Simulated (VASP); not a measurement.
# SnTe (P-6m2) in VASP: a series of runs

The runs below take SnTe through single point, with PBE.

Program: VASP 6.6.1. These are calculated values, not measurements. Logs are shortened: lines on timing, memory, paths and dates and some standing lists are left out, and cuts for length are marked.

## Step 1: The cell of the first run

The structure is hexagonal, space group P-6m2 (No. 187). The conventional cell has a = 4.269 Å, b = 4.269 Å, c = 4.171 Å, α = 90.00°, β = 90.00°, γ = 120.00°. Sn (site symmetry -6m2) has 6 Te at 3.23 Å and 8 Sn at 4.17 to 4.27 Å within 4.3 Å. Within 4.3 Å of Te (site symmetry -6m2) lie 6 Sn at 3.23 Å and 8 Te at 4.17 to 4.27 Å.

The cell was built from a structure type or drawn by symmetry, and may not be a known phase.

## Step 2: Single point, PBE

The input, INCAR:

```
SYSTEM = SnTe
ALGO = Normal
EDIFF = 1E-6
ENCUT = 520
GGA = PE
ISIF = 2
ISMEAR = 0
LASPH = .TRUE.
LCHARG = .FALSE.
LREAL = .FALSE.
LWAVE = .FALSE.
NBANDS = 17
NELM = 60
PREC = Accurate
SIGMA = 0.1
```

The input, KPOINTS:

```
k-points
0
G
  18 18 10
  0 0 0
```

The input, POSCAR:

```
SnTe
1.0
    4.2687985731      0.0000000000      0.0000000000
   -2.1343992865      3.6968880080      0.0000000000
    0.0000000000      0.0000000000      4.1711193832
Sn Te
1 1
Direct
    0.6666666667      0.3333333333      0.0000000000
    0.0000000000      0.0000000000      0.5000000000
```

Potentials or basis: VASP PAW PBE potentials, release 64 (Sn_d, Te).

Command:

```
cat potpaw_PBE.64/Sn_d/POTCAR potpaw_PBE.64/Te/POTCAR > POTCAR
mpirun -np 1 vasp_std > vasp.out
```

OUTCAR:

```text
SYSTEM = SnTe
   EDIFF = 1E-6
   ENCUT = 520
   GGA = PE
   ISIF = 2
   ISMEAR = 0
   LASPH = .TRUE.
   LREAL = .FALSE.
   NELM = 60
   PREC = Accurate

 ion  position               nearest neighbor table
   1  0.667  0.333  0.000-   2 3.23   2 3.23   2 3.23   2 3.23   2 3.23   2 3.23
   2  0.000  0.000  0.500-   1 3.23   1 3.23   1 3.23   1 3.23   1 3.23   1 3.23

  LATTYP: Found a hexagonal cell.
 ALAT       =     4.2687985731
 C/A-ratio  =     0.9771178733

  Lattice vectors:

 A1 = (   4.2687985731,   0.0000000000,   0.0000000000)
 A2 = (  -2.1343992865,   3.6968880080,   0.0000000000)
 A3 = (   0.0000000000,   0.0000000000,   4.1711193832)

Analysis of symmetry for initial positions (statically):
=====================================================================
 Subroutine PRICEL returns:
 Original cell was already a primitive cell.

 Routine SETGRP: Setting up the symmetry group for a
 hexagonal supercell.

 Subroutine GETGRP returns: Found 12 space group operations
 (whereof 12 operations were pure point group operations)
 out of a pool of 24 trial point group operations.

The static configuration has the point symmetry D_3h.

Analysis of symmetry for dynamics (positions and initial velocities):
=====================================================================
 Subroutine PRICEL returns:
 Original cell was already a primitive cell.

 Routine SETGRP: Setting up the symmetry group for a
 hexagonal supercell.

 Subroutine GETGRP returns: Found 12 space group operations
 (whereof 12 operations were pure point group operations)
 out of a pool of 24 trial point group operations.

The dynamic configuration has the point symmetry D_3h.

 Subroutine INISYM returns: Found 12 space group operations
 (whereof 12 operations are pure point group operations),
 and found     1 'primitive' translations

----------------------------------------------------------------------------------------

                                     Primitive cell

  volume of cell :      65.8256

  direct lattice vectors                    reciprocal lattice vectors
     4.268798573  0.000000000  0.000000000     0.234257949  0.135248890  0.000000000
    -2.134399286  3.696888008  0.000000000     0.000000000  0.270497780  0.000000000
     0.000000000  0.000000000  4.171119383     0.000000000  0.000000000  0.239743797

  length of vectors
     4.268798573  4.268798573  4.171119383     0.270497780  0.270497780  0.239743797

  position of ions in fractional coordinates (direct lattice)
     0.666666667  0.333333333  0.000000000
     0.000000000  0.000000000  0.500000000

  ion indices of the primitive-cell ions
   primitive index   ion index
                 1           1
                 2           2

----------------------------------------------------------------------------------------

 KPOINTS: k-points

Automatic generation of k-mesh.
 Grid dimensions read from file:
 generate k-points for:   18   18   10

 Generating k-lattice:

  Cartesian coordinates                     Fractional coordinates (reciprocal lattice)
     0.013014331  0.007513827  0.000000000     0.055555556 -0.000000000  0.000000000
     0.000000000  0.015027654  0.000000000     0.000000000  0.055555556  0.000000000
     0.000000000  0.000000000  0.023974380     0.000000000  0.000000000  0.100000000

  Length of vectors
     0.015027654  0.015027654  0.023974380

  Shift w.r.t. Gamma in fractional coordinates (k-lattice)
     0.000000000  0.000000000  0.000000000

 Subroutine IBZKPT returns following result:
 ===========================================

 Found    222 irreducible k-points:

 Following reciprocal coordinates:
            Coordinates               Weight
  0.000000  0.000000  0.000000      1.000000
  0.055556 -0.000000  0.000000      6.000000
  0.111111 -0.000000  0.000000      6.000000
  0.166667 -0.000000  0.000000      6.000000
  0.222222 -0.000000  0.000000      6.000000
  0.277778 -0.000000  0.000000      6.000000
[... 16 lines left out ...]
  0.333333  0.111111  0.000000     12.000000
  0.388889  0.111111  0.000000     12.000000
 [... further k-points ...]
   k-points           NKPTS =    222   k-points in BZ     NKDIM =    222   number of bands    NBANDS=     17
   number of dos      NEDOS =    301   number of ions     NIONS =      2
   total plane-waves  NPLWV =  32768
   dimension x,y,z NGX =    32 NGY =   32 NGZ =   32
   dimension x,y,z NGXF=    64 NGYF=   64 NGZF=   64
   ions per type =               1   1
   NGX,Y,Z   is equivalent  to a cutoff of  12.46, 12.46, 12.75 a.u.
   NGXF,Y,Z  is equivalent  to a cutoff of  24.92, 24.92, 25.51 a.u.
 SYSTEM =  SnTe
   PREC   = accura    normal or accurate (medium, high low for compatibility)
   ISTART =      0    job   : 0-new  1-cont  2-samecut
   ICHARG =      2    charge: 1-file 2-atom 10-const
   ISPIN  =      1    spin polarized calculation?
   LNONCOLLINEAR =      F non collinear calculations
   LSORBIT =      F    spin-orbit coupling
   LASPH  =      T    aspherical Exc in radial PAW
   ENCUT  =  520.0 eV  38.22 Ry    6.18 a.u.   7.94  7.94  7.76*2*pi/ulx,y,z
   NELM   =     60;   NELMIN=  2; NELMDL= -5     # of ELM steps
   EDIFF  = 0.1E-05   stopping-criterion for ELM
   LREAL  =      F    real-space projection
   EDIFFG = 0.1E-04   stopping-criterion for IOM
   NSW    =      0    number of steps for IOM
   IBRION =     -1    ionic relax: 0-MD 1-quasi-New 2-CG
   NFREE  =      0    steps in history (QN), initial steepest desc. (CG)
   ISIF   =      2    stress and relaxation
   ISYM   =      2    0-nonsym 1-usesym 2-fastsym
   POTIM  = 0.5000    time-step for ionic-motion
   TEBEG  =    0.0;   TEEND  =   0.0 temperature during run
   PSTRESS=    0.0 pullay stress
   NELECT =      20.0000    total number of electrons
   NUPDOWN=      -1.0000    fix difference up-down
   EMIN   =  10.00;   EMAX   =-10.00  energy-range for DOS
   EFERMI =   0.00;   METHOD = LEGACY
   ISMEAR =     0;   SIGMA  =   0.10  broadening in eV -4-tet -1-fermi 0-gaus
   EFERMI_NEDOS =   21; number of points for ismear=-14 and -15
   IALGO  =     38    algorithm
   IMIX   =      4    mixing-type and parameters
     AMIX     =   0.40;   BMIX     =  1.00
     AMIX_MAG =   1.60;   BMIX_MAG =  1.00
  volume/ion in A,a.u.               =      32.91       222.11
  Fermi-wavevector in a.u.,A,eV,Ry     =   1.100576  2.079787 16.480290  1.211267
  Thomas-Fermi vector in A             =   2.236989
   LORBIT       =      0    0 simple, 1 ext, 2 COOP (PROOUT), +10 PAW based schemes
   GGA     = PE    functional components
   LHFCALC =     F    Hartree Fock is set to
   AEXX    =    0.0000 exact exchange contribution
   IVDW    =     0    specifies the selected vdW correction
   LEPSILON=     F    determine dielectric tensor
   LRPA    =     F    only Hartree local field effects (RPA)
 non-spin polarized calculation
 Gauss-broadening in eV      SIGMA  =   0.10
  energy-cutoff  :      520.00
  volume of cell :       65.83
 maximum number of plane-waves:      1794
 NGX is ok and might be reduce to    32
   NGX = 15   NGY = 15   NGZ = 15

 number of electron      19.9999996 magnetization

 Free energy of the ion-electron system (eV)
  ---------------------------------------------------
  ext. energy  EPLUGINS =         0.00000000
  ---------------------------------------------------
  free energy    TOTEN  =        -7.30910938 eV

  energy without entropy =       -7.30543720  energy(sigma->0) =       -7.30727329

 E-fermi :   6.0027     XC(G=0):  -9.2780

 val. band max:        6.0006314653   @ k =   0.2222   0.2222   0.1000
 cond. band min:       6.0115691576   @ k =   0.1667  -0.0000   0.3000
 fundamental gap:      0.0109376923
 Fermi energy:         6.0027198595

 k-point     1 :       0.0000    0.0000    0.0000
  band No.  band energies     occupation
      1     -15.5892      2.00000
      2     -15.5892      2.00000
      3     -15.5777      2.00000
      4     -15.5650      2.00000
      5     -15.5650      2.00000
      6      -6.0999      2.00000
[... 9 lines left out ...]
     16      15.0703      0.00000
     17      15.0703      0.00000

 k-point     2 :       0.0556   -0.0000    0.0000
  band No.  band energies     occupation
      1     -15.5893      2.00000
      2     -15.5888      2.00000
      3     -15.5775      2.00000
      4     -15.5652      2.00000
      5     -15.5650      2.00000
      6      -6.0760      2.00000
[... 9 lines left out ...]
     16      14.8631      0.00000
     17      15.0152      0.00000

 k-point     3 :       0.1111   -0.0000    0.0000
  band No.  band energies     occupation
      1     -15.5894      2.00000
      2     -15.5876      2.00000
      3     -15.5769      2.00000
      4     -15.5658      2.00000
      5     -15.5651      2.00000
      6      -6.0052      2.00000
[... 9 lines left out ...]
     16      14.4941      0.00000
     17      14.8915      0.00000

 k-point     4 :       0.1667   -0.0000    0.0000
  band No.  band energies     occupation
      1     -15.5898      2.00000
      2     -15.5858      2.00000
      3     -15.5759      2.00000
      4     -15.5667      2.00000
      5     -15.5653      2.00000
      6      -5.8906      2.00000
[... 9 lines left out ...]
     16      14.5746      0.00000
     17      14.7813      0.00000
[... 343 lines left out ...]
      1     -15.5901      2.00000
      2     -15.5798      2.00000
      3     -15.5715      2.00000
      4     -15.5700      2.00000
      5     -15.5663      2.00000
      6      -5.3100      2.00000
[... 9 lines left out ...]
     16      14.0374      0.00000
     17      15.6465      0.00000

 k-point    23 :       0.3333    0.1111    0.0000
  band No.  band energies     occupation
      1     -15.5904      2.00000
      2     -15.5781      2.00000
      3     -15.5708      2.00000
      4     -15.5706      2.00000
      5     -15.5665      2.00000
      6      -5.1351      2.00000
[... 9 lines left out ...]
     16      13.8183      0.00000
     17      16.3528      0.00000

 k-point    24 :       0.3889    0.1111    0.0000
  band No.  band energies     occupation
      1     -15.5906      2.00000
      2     -15.5769      2.00000
      3     -15.5713      2.00000
      4     -15.5701      2.00000
      5     -15.5667      2.00000
      6      -5.0065      2.00000
[... 9 lines left out ...]
     16      14.3173      0.00000
     17      16.1158      0.00000

 [... further k-points ...]

------------------------ aborting loop because EDIFF is reached ----------------------------------------

  FORCE on cell =-STRESS in cart. coord.  units (eV):
  Direction    XX          YY          ZZ          XY          YZ          ZX
  --------------------------------------------------------------------------------------
  -------------------------------------------------------------------------------------
  Total       -0.0208080     -0.0208080     -0.0210568     -0.0000000     -0.0000000      0.0000000
  in kB       -0.5064623     -0.5064623     -0.5125167     -0.0000000     -0.0000000      0.0000000
  external PRESSURE =      -0.5084804 kB  Pullay stress =       0.0000000 kB

 VOLUME and BASIS-vectors are now :
 -----------------------------------------------------------------------------
  energy-cutoff  :      520.00
  volume of cell :       65.83
      direct lattice vectors                 reciprocal lattice vectors
     4.268798573  0.000000000  0.000000000     0.234257949  0.135248890  0.000000000
    -2.134399286  3.696888008  0.000000000     0.000000000  0.270497780  0.000000000
     0.000000000  0.000000000  4.171119383     0.000000000  0.000000000  0.239743797

 POSITION                                       TOTAL-FORCE (eV/Angst)
 -----------------------------------------------------------------------------------
      2.13440      1.23230      0.00000        -0.000000      0.000000      0.000000
      0.00000      0.00000      2.08556         0.000000     -0.000000      0.000000
 -----------------------------------------------------------------------------------
    total drift:                               -0.000000      0.000000     -0.000000

  FREE ENERGIE OF THE ION-ELECTRON SYSTEM (eV)
  ---------------------------------------------------
  free  energy   TOTEN  =        -7.3091093841 eV

  energy  without entropy=       -7.3054371981  energy(sigma->0) =       -7.30727329
```

Run time: 2.7 min. Hardware: 1 thread of Intel Xeon 8259CL, shared host; peak memory 0.37 GiB.

What came out:

| Item | Value |
| --- | --- |
| Free energy | -7.3091 eV |
| Pressure | -0.1 GPa |
| Band gap on the k mesh | zero (bands 10 and 11 overlap by 1.90 eV) |

Levels at points of the mesh, in eV from the Fermi level:
```tsv
k point	band 8	band 9	band 10	band 11	band 12	band 13
(0.00, 0.00, 0.00)	-2.48	-1.26	-1.26	2.52	2.52	3.65
(0.50, 0.00, 0.00)	-2.50	-1.64	-1.07	1.68	2.01	3.84
(0.00, 0.00, 0.50)	-0.40	-0.40	0.84	1.15	2.26	2.26
(0.50, 0.00, 0.50)	-4.27	-4.10	-1.12	0.99	2.34	2.38
```

Caveat: spin-orbit coupling is left out, which moves the levels of the heavy elements.

## Step 3: Single point, PBE

The input, INCAR:

```
ALGO     = Normal         # electronic algorithm
EDIFF    = 1E-6           # SCF threshold, eV
ENCUT    = 520            # plane-wave cutoff, eV
GGA      = PE             # functional
ISIF     = 2              # what is computed and relaxed
ISMEAR   = 0              # smearing method
LASPH    = T              # aspherical terms in the spheres
LCHARG   = F              # write CHGCAR
LREAL    = F              # projectors in reciprocal space
LWAVE    = F              # write WAVECAR
NBANDS   = 17             # bands
NELM     = 80             # most SCF steps
PREC     = Accurate       # precision mode
SIGMA    = 0.1            # smearing width, eV
```

The input, KPOINTS:

```
k-points
0
Gamma
  18 18 14
```

The input, POSCAR:

```
SnTe
1.0
    4.2737210705      0.0000000000      0.0000000000
   -2.1368605352      3.7011510158      0.0000000000
    0.0000000000      0.0000000000      4.1625075482
Sn Te
1 1
Direct
    0.6666666667      0.3333333333      0.0000000000
    0.0000000000      0.0000000000      0.5000000000
```

Potentials or basis: VASP PAW PBE potentials, release 64 (Sn_d, Te).

Command:

```
cat potpaw_PBE.64/Sn_d/POTCAR potpaw_PBE.64/Te/POTCAR > POTCAR
mpirun -np 1 vasp_std > vasp.out
```

It took 3.9 min on 1 thread of Intel Xeon 8259CL, shared host; peak memory 0.44 GiB.

The run converged. Its results:

```
Free energy            : -7.3082 eV
Pressure               : 0.0 GPa
Band gap on the k mesh : zero (bands 10 and 11 overlap by 1.88 eV)
```

Levels at points of the mesh, in eV from the Fermi level:
```tsv
k point	band 8	band 9	band 10	band 11	band 12	band 13
(0.00, 0.00, 0.00)	-2.48	-1.30	-1.30	2.48	2.48	3.63
(0.50, 0.00, 0.00)	-2.54	-1.66	-1.07	1.68	2.01	3.82
(0.00, 0.00, 0.50)	-0.44	-0.44	0.81	1.10	2.22	2.22
(0.50, 0.00, 0.50)	-4.30	-4.13	-1.15	0.96	2.31	2.36
```

Caveat: spin-orbit coupling is left out, which moves the levels of the heavy elements.
